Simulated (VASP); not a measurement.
# PbO2 (P4_2/mnm) in VASP: further runs

The runs below take PbO2 through single point, with PBE.

Everything below comes from runs of VASP 6.6.1. Logs are shortened: lines on timing, memory, paths and dates and some standing lists are left out, and cuts for length are marked.

### Step 1. The cell of the first run

It takes space group P4_2/mnm (No. 136, tetragonal). Conventional cell: a = 4.958 Å, b = 4.958 Å, c = 3.388 Å, α = 90.00°, β = 90.00°, γ = 90.00°. Within 2.8 Å of Pb (site symmetry mmm) lie 6 O at 2.15 to 2.17 Å. O (site symmetry m2m) has 3 Pb at 2.15 to 2.17 Å and 1 O at 2.71 Å within 2.8 Å.

### Step 2. Single point, PBE

INCAR reads:

```
SYSTEM = PbO2
  ALGO = Normal
  EDIFF = 1E-6
  ENCUT = 600
  GGA = PE
  GGA_COMPAT = .FALSE.
  ISIF = 2
  ISMEAR = 0
  LASPH = .TRUE.
  LCHARG = .FALSE.
  LREAL = .FALSE.
  LWAVE = .FALSE.
  NBANDS = 35
  NELM = 120
  PREC = Accurate
  SIGMA = 0.1
```

KPOINTS reads:

```
k-points
0
G
  8 8 10
  0 0 0
```

POSCAR reads:

```
PbO2
1.0
    4.9577000000      0.0000000000      0.0000000000
    0.0000000000      4.9577000000      0.0000000000
    0.0000000000      0.0000000000      3.3879000000
Pb O
2 4
Direct
    0.0000000000      0.0000000000      0.0000000000
    0.5000000000      0.5000000000      0.5000000000
    0.3066742767      0.3066742767      0.0000000000
    0.1933257233      0.8066742767      0.5000000000
    0.6933257233      0.6933257233      0.0000000000
    0.8066742767      0.1933257233      0.5000000000
```

Potentials or basis: VASP PAW PBE potentials, release 64 (Pb_d, O).

Launch:

```sh
$ cat potpaw_PBE.64/Pb_d/POTCAR potpaw_PBE.64/O/POTCAR > POTCAR
$ mpirun -np 1 vasp_std > vasp.out
```

OUTCAR:

```text
SYSTEM = PbO2
   EDIFF = 1E-6
   ENCUT = 600
   GGA = PE
   ISIF = 2
   ISMEAR = 0
   LASPH = .TRUE.
   LREAL = .FALSE.
   NELM = 120
   PREC = Accurate

 ion  position               nearest neighbor table
   1  0.000  0.000  0.000-   3 2.15   5 2.15   4 2.17   6 2.17   4 2.17   6 2.17   2 3.89   2 3.89
                             2 3.89   2 3.89   2 3.89   2 3.89   2 3.89   2 3.89
   2  0.500  0.500  0.500-   4 2.15   6 2.15   5 2.17   3 2.17   3 2.17   5 2.17   1 3.89   1 3.89
                             1 3.89   1 3.89   1 3.89   1 3.89   1 3.89   1 3.89
   3  0.307  0.307  0.000-   1 2.15   2 2.17   2 2.17
   4  0.193  0.807  0.500-   2 2.15   1 2.17   1 2.17
   5  0.693  0.693  0.000-   1 2.15   2 2.17   2 2.17
   6  0.807  0.193  0.500-   2 2.15   1 2.17   1 2.17

  LATTYP: Found a simple tetragonal cell.
 ALAT       =     4.9577000000
 C/A-ratio  =     0.6833612361

  Lattice vectors:

 A1 = (   4.9577000000,   0.0000000000,   0.0000000000)
 A2 = (   0.0000000000,   4.9577000000,   0.0000000000)
 A3 = (   0.0000000000,   0.0000000000,   3.3879000000)

Analysis of symmetry for initial positions (statically):
=====================================================================
 Subroutine PRICEL returns:
 Original cell was already a primitive cell.

 Routine SETGRP: Setting up the symmetry group for a
 simple tetragonal supercell.

 Subroutine GETGRP returns: Found 16 space group operations
 (whereof  8 operations were pure point group operations)
 out of a pool of 16 trial point group operations.

The static configuration has the point symmetry D_2h.
 The point group associated with its full space group is D_4h.

Analysis of symmetry for dynamics (positions and initial velocities):
=====================================================================
 Subroutine PRICEL returns:
 Original cell was already a primitive cell.

 Routine SETGRP: Setting up the symmetry group for a
 simple tetragonal supercell.

 Subroutine GETGRP returns: Found 16 space group operations
 (whereof  8 operations were pure point group operations)
 out of a pool of 16 trial point group operations.

The dynamic configuration has the point symmetry D_2h.
 The point group associated with its full space group is D_4h.

 Subroutine INISYM returns: Found 16 space group operations
 (whereof  8 operations are pure point group operations),
 and found     1 'primitive' translations

----------------------------------------------------------------------------------------

                                     Primitive cell

  volume of cell :      83.2705

  direct lattice vectors                    reciprocal lattice vectors
     4.957700000  0.000000000  0.000000000     0.201706436  0.000000000  0.000000000
     0.000000000  4.957700000  0.000000000     0.000000000  0.201706436  0.000000000
     0.000000000  0.000000000  3.387900000     0.000000000  0.000000000  0.295168098

  length of vectors
     4.957700000  4.957700000  3.387900000     0.201706436  0.201706436  0.295168098

  position of ions in fractional coordinates (direct lattice)
     0.000000000  0.000000000  0.000000000
     0.500000000  0.500000000  0.500000000
     0.306674277  0.306674277  0.000000000
     0.193325723  0.806674277  0.500000000
     0.693325723  0.693325723  0.000000000
     0.806674277  0.193325723  0.500000000

  ion indices of the primitive-cell ions
   primitive index   ion index
                 1           1
                 2           2
                 3           3
                 4           4
                 5           5
                 6           6

----------------------------------------------------------------------------------------

 KPOINTS: k-points

Automatic generation of k-mesh.
 Grid dimensions read from file:
 generate k-points for:    8    8   10

 Generating k-lattice:

  Cartesian coordinates                     Fractional coordinates (reciprocal lattice)
     0.025213305  0.000000000  0.000000000     0.125000000  0.000000000  0.000000000
     0.000000000  0.025213305  0.000000000     0.000000000  0.125000000  0.000000000
     0.000000000  0.000000000  0.029516810     0.000000000  0.000000000  0.100000000

  Length of vectors
     0.025213305  0.025213305  0.029516810

  Shift w.r.t. Gamma in fractional coordinates (k-lattice)
     0.000000000  0.000000000  0.000000000

 Subroutine IBZKPT returns following result:
 ===========================================

 Found     90 irreducible k-points:

 Following reciprocal coordinates:
            Coordinates               Weight
  0.000000  0.000000  0.000000      1.000000
  0.125000  0.000000  0.000000      4.000000
  0.250000  0.000000  0.000000      4.000000
  0.375000  0.000000  0.000000      4.000000
  0.500000  0.000000  0.000000      2.000000
  0.125000  0.125000  0.000000      4.000000
[... 16 lines left out ...]
  0.375000  0.125000  0.100000     16.000000
  0.500000  0.125000  0.100000      8.000000
 [... further k-points ...]
   k-points           NKPTS =     90   k-points in BZ     NKDIM =     90   number of bands    NBANDS=     35
   number of dos      NEDOS =    301   number of ions     NIONS =      6
   total plane-waves  NPLWV =  44800
   dimension x,y,z NGX =    40 NGY =   40 NGZ =   28
   dimension x,y,z NGXF=    80 NGYF=   80 NGZF=   56
   ions per type =               2   4
   NGX,Y,Z   is equivalent  to a cutoff of  13.41, 13.41, 13.74 a.u.
   NGXF,Y,Z  is equivalent  to a cutoff of  26.83, 26.83, 27.48 a.u.
 SYSTEM =  PbO2
   PREC   = accura    normal or accurate (medium, high low for compatibility)
   ISTART =      0    job   : 0-new  1-cont  2-samecut
   ICHARG =      2    charge: 1-file 2-atom 10-const
   ISPIN  =      1    spin polarized calculation?
   LNONCOLLINEAR =      F non collinear calculations
   LSORBIT =      F    spin-orbit coupling
   LASPH  =      T    aspherical Exc in radial PAW
   ENCUT  =  600.0 eV  44.10 Ry    6.64 a.u.   9.90  9.90  6.77*2*pi/ulx,y,z
   NELM   =    120;   NELMIN=  2; NELMDL= -5     # of ELM steps
   EDIFF  = 0.1E-05   stopping-criterion for ELM
   LREAL  =      F    real-space projection
[... 7 lines left out ...]
   TEBEG  =    0.0;   TEEND  =   0.0 temperature during run
   PSTRESS=    0.0 pullay stress
   NELECT =      52.0000    total number of electrons
   NUPDOWN=      -1.0000    fix difference up-down
   EMIN   =  10.00;   EMAX   =-10.00  energy-range for DOS
   EFERMI =   0.00;   METHOD = LEGACY
   ISMEAR =     0;   SIGMA  =   0.10  broadening in eV -4-tet -1-fermi 0-gaus
   EFERMI_NEDOS =   21; number of points for ismear=-14 and -15
   IALGO  =     38    algorithm
   IMIX   =      4    mixing-type and parameters
     AMIX     =   0.40;   BMIX     =  1.00
     AMIX_MAG =   1.60;   BMIX_MAG =  1.00
  volume/ion in A,a.u.               =      13.88        93.66
  Fermi-wavevector in a.u.,A,eV,Ry     =   1.399305  2.644302 26.640933  1.958053
  Thomas-Fermi vector in A             =   2.522377
   LORBIT       =      0    0 simple, 1 ext, 2 COOP (PROOUT), +10 PAW based schemes
   GGA     = PE    functional components
   LHFCALC =     F    Hartree Fock is set to
   AEXX    =    0.0000 exact exchange contribution
   IVDW    =     0    specifies the selected vdW correction
   LEPSILON=     F    determine dielectric tensor
   LRPA    =     F    only Hartree local field effects (RPA)
 non-spin polarized calculation
 Gauss-broadening in eV      SIGMA  =   0.10
  energy-cutoff  :      600.00
  volume of cell :       83.27
 maximum number of plane-waves:      2820
 NGX is ok and might be reduce to    40
   NGX = 19   NGY = 19   NGZ = 13

 number of electron      52.0000015 magnetization

 Free energy of the ion-electron system (eV)
  ---------------------------------------------------
  ext. energy  EPLUGINS =         0.00000000
  ---------------------------------------------------
  free energy    TOTEN  =       -31.71860694 eV

  energy without entropy =      -31.71687037  energy(sigma->0) =      -31.71773865

 E-fermi :   4.4578     XC(G=0): -10.7181

 val. band max:        4.4429044374   @ k =   0.1250   0.0000   0.0000
 cond. band min:       4.4926598273   @ k =   0.0000   0.0000   0.1000
 fundamental gap:      0.0497553899
 Fermi energy:         4.4577724814

 k-point     1 :       0.0000    0.0000    0.0000
  band No.  band energies     occupation
      1     -13.9528      2.00000
      2     -13.8277      2.00000
      3     -12.1461      2.00000
      4     -12.1461      2.00000
      5     -11.1410      2.00000
      6     -10.9212      2.00000
[... 27 lines left out ...]
     34      15.6999      0.00000
     35      16.4220      0.00000

 k-point     2 :       0.1250    0.0000    0.0000
  band No.  band energies     occupation
      1     -13.9102      2.00000
      2     -13.8007      2.00000
      3     -12.3076      2.00000
      4     -12.2394      2.00000
      5     -10.9642      2.00000
      6     -10.8932      2.00000
[... 27 lines left out ...]
     34      15.8849      0.00000
     35      16.4179      0.00000

 k-point     3 :       0.2500    0.0000    0.0000
  band No.  band energies     occupation
      1     -13.7903      2.00000
      2     -13.7228      2.00000
      3     -12.6013      2.00000
      4     -12.4709      2.00000
      5     -10.8712      2.00000
      6     -10.8707      2.00000
[... 27 lines left out ...]
     34      16.3415      0.00000
     35      16.4422      0.00000
[... 723 lines left out ...]
 k-point    23 :       0.3750    0.1250    0.1000
  band No.  band energies     occupation
      1     -13.6748      2.00000
      2     -13.4580      2.00000
      3     -13.0334      2.00000
      4     -12.6766      2.00000
      5     -10.8780      2.00000
      6     -10.8324      2.00000
[... 27 lines left out ...]
     34      16.4620      0.00000
     35      16.5092      0.00000

 k-point    24 :       0.5000    0.1250    0.1000
  band No.  band energies     occupation
      1     -13.5377      2.00000
      2     -13.5377      2.00000
      3     -12.9111      2.00000
      4     -12.9111      2.00000
      5     -10.8429      2.00000
      6     -10.8429      2.00000
[... 27 lines left out ...]
     34      16.1874      0.00000
     35      16.6739      0.00000

 [... further k-points ...]
[... 5 lines left out ...]
  --------------------------------------------------------------------------------------
  -------------------------------------------------------------------------------------
  Total        4.3854192      4.3854192      5.4343109      0.0000000      0.0000000      0.0000000
  in kB       84.3782725     84.3782725    104.5596191      0.0000000      0.0000000      0.0000000
  external PRESSURE =      91.1053881 kB  Pullay stress =       0.0000000 kB

 VOLUME and BASIS-vectors are now :
 -----------------------------------------------------------------------------
  energy-cutoff  :      600.00
  volume of cell :       83.27
      direct lattice vectors                 reciprocal lattice vectors
     4.957700000  0.000000000  0.000000000     0.201706436  0.000000000  0.000000000
     0.000000000  4.957700000  0.000000000     0.000000000  0.201706436  0.000000000
     0.000000000  0.000000000  3.387900000     0.000000000  0.000000000  0.295168098

 POSITION                                       TOTAL-FORCE (eV/Angst)
 -----------------------------------------------------------------------------------
      0.00000      0.00000      0.00000        -0.000000     -0.000000     -0.000000
      2.47885      2.47885      1.69395        -0.000000     -0.000000     -0.000000
      1.52040      1.52040      0.00000        -0.007175     -0.007175     -0.000000
      0.95845      3.99925      1.69395         0.007175     -0.007175     -0.000000
      3.43730      3.43730      0.00000         0.007175      0.007175      0.000000
      3.99925      0.95845      1.69395        -0.007175      0.007175      0.000000
 -----------------------------------------------------------------------------------
    total drift:                                0.000000      0.000000     -0.000000

  FREE ENERGIE OF THE ION-ELECTRON SYSTEM (eV)
  ---------------------------------------------------
  free  energy   TOTEN  =       -31.7186069367 eV

  energy  without entropy=      -31.7168703723  energy(sigma->0) =      -31.71773865
```

It took 5.1 min on 1 thread of Oxide Virtual Turin-like, shared host; peak memory 0.34 GiB.

Results:

| Quantity | Value |
| --- | --- |
| Free energy | -31.7186 eV |
| Pressure | 9.1 GPa |
| Largest force | 0.010 eV/Å |
| Band gap on the k mesh | 0.01 eV (least direct gap 0.06 eV) |

Forces in eV/Å, atoms in the order of the input:
```
Pb   0.000  0.000  0.000
Pb   0.000  0.000  0.000
O   -0.007 -0.007  0.000
O    0.007 -0.007  0.000
O    0.007  0.007  0.000
O   -0.007  0.007  0.000
```

Stress tensor (GPa, compression positive):
```
 8.44  0.00  0.00
 0.00  8.44  0.00
 0.00  0.00 10.46
```

Levels at points of the mesh, in eV from the valence-band top:
```tsv
k point	band 23	band 24	band 25	band 26	band 27	band 28	band 29	band 30
(0.00, 0.00, 0.00)	-0.62	-0.59	-0.59	-0.59	0.07	4.44	5.96	5.96
(0.50, 0.00, 0.00)	-0.64	-0.64	-0.39	-0.39	2.57	2.57	6.59	6.59
(0.50, 0.50, 0.00)	-0.65	-0.65	-0.50	-0.50	3.00	3.00	6.88	6.88
(0.00, 0.00, 0.50)	-1.16	-1.16	-0.81	-0.81	3.89	3.89	9.01	9.01
(0.50, 0.00, 0.50)	-0.82	-0.82	-0.18	-0.18	4.21	4.21	7.47	7.47
(0.50, 0.50, 0.50)	-0.69	-0.69	-0.55	-0.55	2.93	2.93	8.45	8.45
```

Caveat: the cell stands under pressure; the smearing spreads over this small gap; spin-orbit coupling is left out, which moves the levels of the heavy elements. A k mesh can miss the band edges.

### Step 3. Single point, PBE

INCAR reads:

```
  ALGO = Normal
  EDIFF = 1E-6
  ENCUT = 600
  GGA = PE
  GGA_COMPAT = False
  ISIF = 2
  ISMEAR = 0
  LASPH = True
  LCHARG = True
  LELF = True
  LREAL = False
  LVHAR = True
  LWAVE = False
  NBANDS = 35
  NELM = 120
  PREC = Accurate
  SIGMA = 0.01
```

KPOINTS reads:

```
k-points
0
Gamma
  8 8 10
```

POSCAR is that of step 2.

Potentials or basis: VASP PAW PBE potentials, release 64 (Pb_d, O).

Launch:

```sh
$ cat potpaw_PBE.64/Pb_d/POTCAR potpaw_PBE.64/O/POTCAR > POTCAR
$ mpirun -np 1 vasp_std > vasp.out
```

OUTCAR:

```text
EDIFF = 1E-6
   ENCUT = 600
   GGA = PE
   ISIF = 2
   ISMEAR = 0
   LASPH = True
   LREAL = False
   NELM = 120
   PREC = Accurate

 ion  position               nearest neighbor table
   1  0.000  0.000  0.000-   3 2.15   5 2.15   4 2.17   6 2.17   4 2.17   6 2.17   2 3.89   2 3.89
                             2 3.89   2 3.89   2 3.89   2 3.89   2 3.89   2 3.89
   2  0.500  0.500  0.500-   4 2.15   6 2.15   5 2.17   3 2.17   3 2.17   5 2.17   1 3.89   1 3.89
                             1 3.89   1 3.89   1 3.89   1 3.89   1 3.89   1 3.89
   3  0.307  0.307  0.000-   1 2.15   2 2.17   2 2.17
   4  0.193  0.807  0.500-   2 2.15   1 2.17   1 2.17
   5  0.693  0.693  0.000-   1 2.15   2 2.17   2 2.17
   6  0.807  0.193  0.500-   2 2.15   1 2.17   1 2.17

  LATTYP: Found a simple tetragonal cell.
 ALAT       =     4.9577000000
 C/A-ratio  =     0.6833612361

  Lattice vectors:

 A1 = (   4.9577000000,   0.0000000000,   0.0000000000)
 A2 = (   0.0000000000,   4.9577000000,   0.0000000000)
 A3 = (   0.0000000000,   0.0000000000,   3.3879000000)

[... 179 lines left out ...]
  ext. energy  EPLUGINS =         0.00000000
  ---------------------------------------------------
  free energy    TOTEN  =       -31.71765406 eV

  energy without entropy =      -31.71762006  energy(sigma->0) =      -31.71763706

 E-fermi :   4.4358     XC(G=0): -10.7181

 val. band max:        4.4314861920   @ k =   0.0000   0.0000   0.1000
 cond. band min:       4.4435216713   @ k =   0.1250   0.0000   0.0000
 fundamental gap:      0.0120354793
 Fermi energy:         4.4357640075

 k-point     1 :       0.0000    0.0000    0.0000
  band No.  band energies     occupation
      1     -13.9528      2.00000
      2     -13.8280      2.00000
      3     -12.1458      2.00000
      4     -12.1458      2.00000
      5     -11.1418      2.00000
      6     -10.9221      2.00000
[... 901 lines left out ...]
     34      16.1871      0.00000
     35      16.6741      0.00000

 [... further k-points ...]
[... 5 lines left out ...]
  --------------------------------------------------------------------------------------
  -------------------------------------------------------------------------------------
  Total        4.3779349      4.3779349      5.4107406      0.0000000      0.0000000      0.0000000
  in kB       84.2342701     84.2342701    104.1061116      0.0000000      0.0000000      0.0000000
  external PRESSURE =      90.8582173 kB  Pullay stress =       0.0000000 kB

 VOLUME and BASIS-vectors are now :
 -----------------------------------------------------------------------------
  energy-cutoff  :      600.00
  volume of cell :       83.27
      direct lattice vectors                 reciprocal lattice vectors
     4.957700000  0.000000000  0.000000000     0.201706436  0.000000000  0.000000000
     0.000000000  4.957700000  0.000000000     0.000000000  0.201706436  0.000000000
     0.000000000  0.000000000  3.387900000     0.000000000  0.000000000  0.295168098

 POSITION                                       TOTAL-FORCE (eV/Angst)
 -----------------------------------------------------------------------------------
      0.00000      0.00000      0.00000        -0.000000      0.000000      0.000000
      2.47885      2.47885      1.69395        -0.000000      0.000000      0.000000
      1.52040      1.52040      0.00000        -0.006302     -0.006302     -0.000000
      0.95845      3.99925      1.69395         0.006302     -0.006302     -0.000000
      3.43730      3.43730      0.00000         0.006302      0.006302      0.000000
      3.99925      0.95845      1.69395        -0.006302      0.006302      0.000000
 -----------------------------------------------------------------------------------
    total drift:                                0.000000      0.000000     -0.000000

  FREE ENERGIE OF THE ION-ELECTRON SYSTEM (eV)
  ---------------------------------------------------
  free  energy   TOTEN  =       -31.7176540608 eV

  energy  without entropy=      -31.7176200613  energy(sigma->0) =      -31.71763706
```

Wall time 5 min (1 thread of Oxide Virtual Turin-like, shared host); peak memory 0.34 GiB.

What came out:

| Item | Value |
| --- | --- |
| Free energy | -31.7177 eV |
| Pressure | 9.1 GPa |
| Largest force | 0.009 eV/Å |
| Band gap on the k mesh | 0.01 eV (least direct gap 0.06 eV) |

Forces on the atoms (eV/Å):
```
Pb   0.000  0.000  0.000
Pb   0.000  0.000  0.000
O   -0.006 -0.006  0.000
O    0.006 -0.006  0.000
O    0.006  0.006  0.000
O   -0.006  0.006  0.000
```

Stress tensor (GPa, compression positive):
```
 8.42  0.00  0.00
 0.00  8.42  0.00
 0.00  0.00 10.41
```

Caveat: the cell stands under pressure; spin-orbit coupling is left out, which moves the levels of the heavy elements.

The gap in the log of VASP goes by the Fermi energy; the results here count the filled bands.